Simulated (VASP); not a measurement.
# MoS2 (R3m) in VASP: further runs

The runs below take MoS2 through electric field gradients, with LDA.

All numbers are computed with VASP 6.6.1; they aren't measurements. Logs are shortened: lines on timing, memory, paths and dates and some standing lists are left out, and cuts for length are marked.

### Step 1. The cell of the first run

It takes space group R3m (No. 160, trigonal). The conventional cell has a = 3.098 Å, b = 3.098 Å, c = 17.995 Å, α = 90.00°, β = 90.00°, γ = 120.00°. Within 3.1 Å of Mo (site symmetry 3m) lie 6 S at 2.32 Å and 6 Mo at 3.10 Å. Within 3.1 Å of S (site symmetry 3m) lie 3 Mo at 2.32 Å and 7 S at 2.94 to 3.10 Å. S (site symmetry 3m) has 3 Mo at 2.32 Å and 7 S at 2.94 to 3.10 Å within 3.1 Å.

### Step 2. Electric field gradients, LDA (16.62 Å³/atom)

INCAR

```
SYSTEM = MoS2
  PREC = Accurate
  ENCUT = 520
  EDIFF = 1E-8
  ISMEAR = -1
  SIGMA = 0.05
  LREAL = .False.
  LASPH = .True.
  NELM = 100
  ALGO = Normal
  ISIF = 2
  LWAVE = .False.
  LCHARG = .False.
  GGA = CA
  LEFG = .True.
  NBANDS = 20
```

KPOINTS

```
Automatic mesh
0
Gamma
  15 15 15
  0 0 0
```

POSCAR

```
MoS2
1.0
    1.5492157804      0.8944401478      5.9983290071
   -1.5492157804      0.8944401478      5.9983290071
    0.0000000000     -1.7888802957      5.9983290071
Mo S
1 2
Direct
    0.0000000000      0.0000000000      0.0000000000
    0.7484000000      0.7484000000      0.7484000000
    0.5849000000      0.5849000000      0.5849000000
```

Potentials or basis: VASP PAW LDA potentials, release 64 (Mo_sv, S).

On the command line:

```console
$ cat potpaw_LDA.64/Mo_sv/POTCAR potpaw_LDA.64/S/POTCAR > POTCAR
$ mpirun -np 1 vasp_std > vasp.out
```

OUTCAR:

```text
SYSTEM = MoS2
   PREC = Accurate
   ENCUT = 520
   EDIFF = 1E-8
   ISMEAR = -1
   LREAL = .False.
   LASPH = .True.
   NELM = 100
   ISIF = 2
   GGA = CA

 ion  position               nearest neighbor table
   1  0.000  0.000  0.000-   2 2.32   2 2.32   2 2.32   3 2.32   3 2.32   3 2.32
   2  0.748  0.748  0.748-   1 2.32   1 2.32   1 2.32
   3  0.585  0.585  0.585-   1 2.32   1 2.32   1 2.32

  LATTYP: Found a trigonal (rhomboedric) cell.
 ALAT       =     6.2593964237
 COS(alpha) =     0.8774851014

  Lattice vectors:

 A1 = (   1.5492157804,   0.8944401478,   5.9983290071)
 A2 = (  -1.5492157804,   0.8944401478,   5.9983290071)
 A3 = (   0.0000000000,  -1.7888802957,   5.9983290071)

Analysis of symmetry for initial positions (statically):
=====================================================================
 Subroutine PRICEL returns:
 Original cell was already a primitive cell.

 Routine SETGRP: Setting up the symmetry group for a
 trigonal (rhombohedral) supercell.

 Subroutine GETGRP returns: Found  6 space group operations
 (whereof  6 operations were pure point group operations)
 out of a pool of 12 trial point group operations.

The static configuration has the point symmetry C_3v.

Analysis of symmetry for dynamics (positions and initial velocities):
=====================================================================
 Subroutine PRICEL returns:
 Original cell was already a primitive cell.

 Routine SETGRP: Setting up the symmetry group for a
 trigonal (rhombohedral) supercell.

 Subroutine GETGRP returns: Found  6 space group operations
 (whereof  6 operations were pure point group operations)
 out of a pool of 12 trial point group operations.

The dynamic configuration has the point symmetry C_3v.

 Subroutine INISYM returns: Found  6 space group operations
 (whereof  6 operations are pure point group operations),
 and found     1 'primitive' translations

----------------------------------------------------------------------------------------

                                     Primitive cell

  volume of cell :      49.8706

  direct lattice vectors                    reciprocal lattice vectors
     1.549215780  0.894440148  5.998329007     0.322743937  0.186336299  0.055571032
    -1.549215780  0.894440148  5.998329007    -0.322743937  0.186336299  0.055571032
     0.000000000 -1.788880296  5.998329007     0.000000000 -0.372672598  0.055571032

  length of vectors
     6.259396424  6.259396424  6.259396424     0.376793053  0.376793053  0.376793053

  position of ions in fractional coordinates (direct lattice)
     0.000000000  0.000000000  0.000000000
     0.748400000  0.748400000  0.748400000
     0.584900000  0.584900000  0.584900000

  ion indices of the primitive-cell ions
   primitive index   ion index
                 1           1
                 2           2
                 3           3

----------------------------------------------------------------------------------------

 KPOINTS: Automatic mesh

Automatic generation of k-mesh.
 Grid dimensions read from file:
 generate k-points for:   15   15   15

 Generating k-lattice:

  Cartesian coordinates                     Fractional coordinates (reciprocal lattice)
     0.021516262  0.012422420  0.003704735     0.066666667  0.000000000 -0.000000000
    -0.021516262  0.012422420  0.003704735     0.000000000  0.066666667 -0.000000000
     0.000000000 -0.024844840  0.003704735     0.000000000  0.000000000  0.066666667

  Length of vectors
     0.025119537  0.025119537  0.025119537

  Shift w.r.t. Gamma in fractional coordinates (k-lattice)
     0.000000000  0.000000000  0.000000000

 Subroutine IBZKPT returns following result:
 ===========================================

 Found    344 irreducible k-points:

 Following reciprocal coordinates:
            Coordinates               Weight
  0.000000  0.000000  0.000000      1.000000
  0.066667  0.000000  0.000000      6.000000
  0.133333  0.000000  0.000000      6.000000
  0.200000  0.000000  0.000000      6.000000
  0.266667  0.000000  0.000000      6.000000
  0.333333  0.000000  0.000000      6.000000
[... 16 lines left out ...]
  0.133333  0.133333  0.000000      6.000000
  0.200000  0.133333  0.000000     12.000000
 [... further k-points ...]
   k-points           NKPTS =    344   k-points in BZ     NKDIM =    344   number of bands    NBANDS=     20
   number of dos      NEDOS =    301   number of ions     NIONS =      3
   total plane-waves  NPLWV = 110592
   dimension x,y,z NGX =    48 NGY =   48 NGZ =   48
   dimension x,y,z NGXF=    96 NGYF=   96 NGZF=   96
   ions per type =               1   2
   NGX,Y,Z   is equivalent  to a cutoff of  12.75, 12.75, 12.75 a.u.
   NGXF,Y,Z  is equivalent  to a cutoff of  25.50, 25.50, 25.50 a.u.
 SYSTEM =  MoS2
   PREC   = accura    normal or accurate (medium, high low for compatibility)
   ISTART =      0    job   : 0-new  1-cont  2-samecut
   ICHARG =      2    charge: 1-file 2-atom 10-const
   ISPIN  =      1    spin polarized calculation?
   LNONCOLLINEAR =      F non collinear calculations
   LSORBIT =      F    spin-orbit coupling
   LASPH  =      T    aspherical Exc in radial PAW
   ENCUT  =  520.0 eV  38.22 Ry    6.18 a.u.  11.64 11.64 11.64*2*pi/ulx,y,z
   NELM   =    100;   NELMIN=  2; NELMDL= -5     # of ELM steps
   EDIFF  = 0.1E-07   stopping-criterion for ELM
   LREAL  =      F    real-space projection
   EDIFFG = 0.1E-06   stopping-criterion for IOM
   NSW    =      0    number of steps for IOM
   IBRION =     -1    ionic relax: 0-MD 1-quasi-New 2-CG
   NFREE  =      0    steps in history (QN), initial steepest desc. (CG)
   ISIF   =      2    stress and relaxation
   ISYM   =      2    0-nonsym 1-usesym 2-fastsym
   POTIM  = 0.5000    time-step for ionic-motion
   TEBEG  =    0.0;   TEEND  =   0.0 temperature during run
   PSTRESS=    0.0 pullay stress
   NELECT =      26.0000    total number of electrons
   NUPDOWN=      -1.0000    fix difference up-down
   EMIN   =  10.00;   EMAX   =-10.00  energy-range for DOS
   EFERMI =   0.00;   METHOD = LEGACY
   ISMEAR =    -1;   SIGMA  =   0.05  broadening in eV -4-tet -1-fermi 0-gaus
   EFERMI_NEDOS =   21; number of points for ismear=-14 and -15
   IALGO  =     38    algorithm
   IMIX   =      4    mixing-type and parameters
     AMIX     =   0.40;   BMIX     =  1.00
     AMIX_MAG =   1.60;   BMIX_MAG =  1.00
  volume/ion in A,a.u.               =      16.62       112.18
  Fermi-wavevector in a.u.,A,eV,Ry     =   1.317602  2.489907 23.620748  1.736076
  Thomas-Fermi vector in A             =   2.447632
   LORBIT       =      0    0 simple, 1 ext, 2 COOP (PROOUT), +10 PAW based schemes
   GGA     = CA    functional components
   LHFCALC =     F    Hartree Fock is set to
   AEXX    =    0.0000 exact exchange contribution
   IVDW    =     0    specifies the selected vdW correction
   LEPSILON=     F    determine dielectric tensor
   LRPA    =     F    only Hartree local field effects (RPA)
 non-spin polarized calculation
  energy-cutoff  :      520.00
  volume of cell :       49.87
 maximum number of plane-waves:      1361
   NGX = 23   NGY = 23   NGZ = 23

 number of electron      26.0000001 magnetization

 Free energy of the ion-electron system (eV)
  ---------------------------------------------------
  ext. energy  EPLUGINS =         0.00000000
  ---------------------------------------------------
  free energy    TOTEN  =       -24.28673161 eV

  energy without entropy =      -24.28671938  energy(sigma->0) =      -24.28672550

 E-fermi :   8.8375     XC(G=0): -11.4003

 val. band max:        8.5899856152   @ k =   0.4667   0.4667   0.4667
 cond. band min:       9.1921044707   @ k =  -0.2000   0.4667   0.1333
 fundamental gap:      0.6021188555
 Fermi energy:         8.8375408557

 k-point     1 :       0.0000    0.0000    0.0000
  band No.  band energies     occupation
      1     -52.8119      2.00000
      2     -27.2628      2.00000
      3     -26.9524      2.00000
      4     -26.9524      2.00000
      5      -7.2109      2.00000
      6      -5.1175      2.00000
[... 12 lines left out ...]
     19      16.7036      0.00000
     20      16.8675      0.00000
[... 507 lines left out ...]
 k-point    24 :       0.2000    0.1333    0.0000
  band No.  band energies     occupation
      1     -52.7958      2.00000
      2     -27.2314      2.00000
      3     -27.1025      2.00000
      4     -26.9893      2.00000
      5      -6.6716      2.00000
      6      -5.0386      2.00000
[... 12 lines left out ...]
     19      17.0961      0.00000
     20      17.4962      0.00000

 [... further k-points ...]
[... 5 lines left out ...]
  --------------------------------------------------------------------------------------
  -------------------------------------------------------------------------------------
  Total        3.1937416      3.1937416      5.8801121      0.0000000     -0.0000000     -0.0000000
  in kB      102.6043141    102.6043141    188.9084827      0.0000000     -0.0000000     -0.0000000
  external PRESSURE =     131.3723703 kB  Pullay stress =       0.0000000 kB

 VOLUME and BASIS-vectors are now :
 -----------------------------------------------------------------------------
  energy-cutoff  :      520.00
  volume of cell :       49.87
      direct lattice vectors                 reciprocal lattice vectors
     1.549215780  0.894440148  5.998329007     0.322743937  0.186336299  0.055571032
    -1.549215780  0.894440148  5.998329007    -0.322743937  0.186336299  0.055571032
     0.000000000 -1.788880296  5.998329007     0.000000000 -0.372672598  0.055571032

 POSITION                                       TOTAL-FORCE (eV/Angst)
 -----------------------------------------------------------------------------------
      0.00000      0.00000      0.00000         0.000000      0.000000     -0.002647
      0.00000     -0.00000     13.46745         0.000000     -0.000000      2.079591
      0.00000     -0.00000     10.52527         0.000000      0.000000     -2.076944
 -----------------------------------------------------------------------------------
    total drift:                                0.000000      0.000000     -0.000003

  FREE ENERGIE OF THE ION-ELECTRON SYSTEM (eV)
  ---------------------------------------------------
  free  energy   TOTEN  =       -24.2867316128 eV

  energy  without entropy=      -24.2867193817  energy(sigma->0) =      -24.28672550

 Electric field gradients (V/A^2)
---------------------------------------------------------------------
 ion       V_xx      V_yy      V_zz      V_xy      V_xz      V_yz
---------------------------------------------------------------------
   1      51.983    51.983  -103.966     0.000     0.000     0.000
   2      34.265    34.265   -68.530     0.000    -0.000     0.000
   3      33.340    33.340   -66.680     0.000     0.000     0.000
---------------------------------------------------------------------

 Electric field gradients after diagonalization (V/A^2)
 (convention: |V_zz| > |V_xx| > |V_yy|)
----------------------------------------------------------------------
 ion       V_xx      V_yy      V_zz     asymmetry (V_yy - V_xx)/ V_zz
----------------------------------------------------------------------
   1      51.983    51.983  -103.966       0.000
   2      34.265    34.265   -68.530       0.000
   3      33.340    33.340   -66.680       0.000
----------------------------------------------------------------------

           NMR quadrupolar parameters

 Cq : quadrupolar parameter    Cq=e*Q*V_zz/h
 eta: asymmetry parameters     (V_yy - V_xx)/ V_zz
 Q  : nuclear electric quadrupole moment in mb (millibarn)
----------------------------------------------------------------------
 ion       Cq(MHz)       eta       Q (mb)
----------------------------------------------------------------------
   1      -0.251       0.000       1.000
   2      -0.166       0.000       1.000
   3      -0.161       0.000       1.000
----------------------------------------------------------------------
```

It took 10 min on 1 thread of AMD EPYC 9R45 (Zen 5), shared host; peak memory 0.46 GiB.

Results:

| Property | Result |
| --- | --- |
| Free energy | -24.2867 eV |
| Pressure | 13.1 GPa |
| Largest force | 2.080 eV/Å |
| Band gap on the k mesh | 0.60 eV (least direct gap 1.76 eV) |
| Largest electric field gradient by atom | Mo -104.0; S -68.5, -66.7 V/Å² |

Forces on the atoms (eV/Å):
```
Mo   0.000  0.000 -0.003
S    0.000  0.000  2.080
S    0.000  0.000 -2.077
```

Levels at points of the mesh, in eV from the valence-band top:
| k point | band 10 | band 11 | band 12 | band 13 | band 14 | band 15 | band 16 | band 17 |
| --- | --- | --- | --- | --- | --- | --- | --- | --- |
| (0.00, 0.00, 0.00) | -2.89 | -2.89 | -1.46 | -1.38 | 1.93 | 1.93 | 2.59 | 2.59 |

Electric field gradients, principal values (V/Å²):
| atom | least | middle | greatest (by size) |
| --- | --- | --- | --- |
| 1 Mo | 51.983 | 51.983 | -103.966 |
| 2 S | 34.265 | 34.265 | -68.530 |
| 3 S | 33.340 | 33.340 | -66.680 |

Caveat: the cell stands under pressure; without QUAD_EFG the Cq values of the log hold for a quadrupole moment of 1 mb, not for the nuclei; an odd mesh through Γ misses points on the zone boundary, where band edges can lie; forces of over 1 eV/Å act on the atoms, so gaps and moduli don't describe the material at rest.

### Step 3. Electric field gradients, LDA (17.33 Å³/atom)

This run uses another cell than the first one, of 17.33 Å³/atom.

Changes to INCAR since step 2:

```diff
@@ -13,3 +13,2 @@
   LCHARG = .False.
-  GGA = CA
   LEFG = .True.
```

KPOINTS

```
regular mesh
0
Gamma
  15 15 15
  0 0 0
```

POSCAR

```
MoS2
1.0
    1.5708859406      0.9069514207      6.0822325872
   -1.5708859406      0.9069514207      6.0822325872
    0.0000000000     -1.8139028413      6.0822325872
Mo S
1 2
Direct
    0.0000000000      0.0000000000      0.0000000000
    0.7484000000      0.7484000000      0.7484000000
    0.5849000000      0.5849000000      0.5849000000
```

Potentials or basis: VASP PAW LDA potentials, release 64 (Mo_sv, S).

On the command line:

```console
$ cat potpaw_LDA.64/Mo_sv/POTCAR potpaw_LDA.64/S/POTCAR > POTCAR
$ mpirun -np 1 vasp_std > vasp.out
```

OUTCAR:

```text
SYSTEM = MoS2
   PREC = Accurate
   ENCUT = 520
   EDIFF = 1E-8
   ISMEAR = -1
   LREAL = .False.
   LASPH = .True.
   NELM = 100
   ISIF = 2

 ion  position               nearest neighbor table
   1  0.000  0.000  0.000-   2 2.35   2 2.35   2 2.35   3 2.35   3 2.35   3 2.35
   2  0.748  0.748  0.748-   1 2.35   1 2.35   1 2.35
   3  0.585  0.585  0.585-   1 2.35   1 2.35   1 2.35

  LATTYP: Found a trigonal (rhomboedric) cell.
 ALAT       =     6.3469517694
 COS(alpha) =     0.8774851014

  Lattice vectors:

 A1 = (   1.5708859406,   0.9069514207,   6.0822325872)
[... 771 lines left out ...]

 Electric field gradients (V/A^2)
---------------------------------------------------------------------
 ion       V_xx      V_yy      V_zz      V_xy      V_xz      V_yz
---------------------------------------------------------------------
   1      49.441    49.441   -98.882     0.000    -0.000    -0.000
   2      32.771    32.771   -65.542     0.000    -0.000    -0.000
   3      31.971    31.971   -63.941     0.000     0.000    -0.000
---------------------------------------------------------------------

 Electric field gradients after diagonalization (V/A^2)
 (convention: |V_zz| > |V_xx| > |V_yy|)
----------------------------------------------------------------------
 ion       V_xx      V_yy      V_zz     asymmetry (V_yy - V_xx)/ V_zz
----------------------------------------------------------------------
   1      49.441    49.441   -98.882       0.000
   2      32.771    32.771   -65.542       0.000
   3      31.971    31.971   -63.941       0.000
----------------------------------------------------------------------

           NMR quadrupolar parameters

 Cq : quadrupolar parameter    Cq=e*Q*V_zz/h
 eta: asymmetry parameters     (V_yy - V_xx)/ V_zz
 Q  : nuclear electric quadrupole moment in mb (millibarn)
----------------------------------------------------------------------
 ion       Cq(MHz)       eta       Q (mb)
----------------------------------------------------------------------
   1      -0.239       0.000       1.000
   2      -0.158       0.000       1.000
   3      -0.155       0.000       1.000
----------------------------------------------------------------------
```

Run time: 9.8 min. Hardware: 1 thread of AMD EPYC 9R45 (Zen 5), shared host; peak memory 0.47 GiB.

What came out:

- Free energy: -24.4059 eV
- Pressure: 5.0 GPa
- Largest force: 1.221 eV/Å
- Band gap on the k mesh: 0.62 eV (least direct gap 1.67 eV)
- Largest electric field gradient by atom: Mo -98.9; S -65.5, -63.9 V/Å²

Forces in eV/Å, atoms in the order of the input:
```
Mo   0.000  0.000 -0.003
S    0.000  0.000  1.221
S    0.000  0.000 -1.219
```

Stress tensor (GPa, compression positive):
```
 2.45  0.00  0.00
 0.00  2.45  0.00
 0.00  0.00 10.08
```

Electric field gradients, principal values (V/Å²):
```csv
atom,least,middle,greatest (by size)
1 Mo,49.441,49.441,-98.882
2 S,32.771,32.771,-65.542
3 S,31.971,31.971,-63.941
```

Caveat: the cell stands under pressure; without QUAD_EFG the Cq values of the log hold for a quadrupole moment of 1 mb, not for the nuclei; an odd mesh through Γ misses points on the zone boundary, where band edges can lie; forces of over 1 eV/Å act on the atoms, so gaps and moduli don't describe the material at rest.

(Part 1 of 2 ends here.)
